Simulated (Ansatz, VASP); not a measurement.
# Two plane-wave programs on GaSb

```
CELL_PARAMETERS angstrom
0.00000 3.11900 3.11900
3.11900 0.00000 3.11900
3.11900 3.11900 0.00000
ATOMIC_POSITIONS crystal
Sb 0.75000 0.75000 0.75000
Ga 0.00000 0.00000 0.00000
```

Alike in both runs: task single point; functional revPBE; dispersion D4; k mesh 8 × 8 × 8; occupations fermi-dirac, width 0.05 eV; no spin polarisation.

|  | VASP | Ansatz |
| --- | --- | --- |
| version | VASP 6.6.1 | Ansatz 0.2.0 |
| potentials or method | VASP PAW PBE potentials, release 64 (Sb, Ga_d) | Ansatz PAW |
| plane-wave cutoff (eV) | 520 | 420 |
| valence electrons in the cell | 18 | 28 |

|  | VASP | Ansatz | Ansatz less VASP |
| --- | --- | --- | --- |
| gap on the k mesh at the Fermi level (eV) | none | none | - |
| pressure (GPa) | -3.1 | -3.1 | -0.06 |

VASP's potentials were made for PBE, not for revPBE. A gap of «none» marks a metal or a gap that the smearing closes. VASP's potentials hold 18 valence electrons a cell and Ansatz's 28, so a difference there can come from the potentials and not from the codes.

Spin-orbit coupling is off throughout.
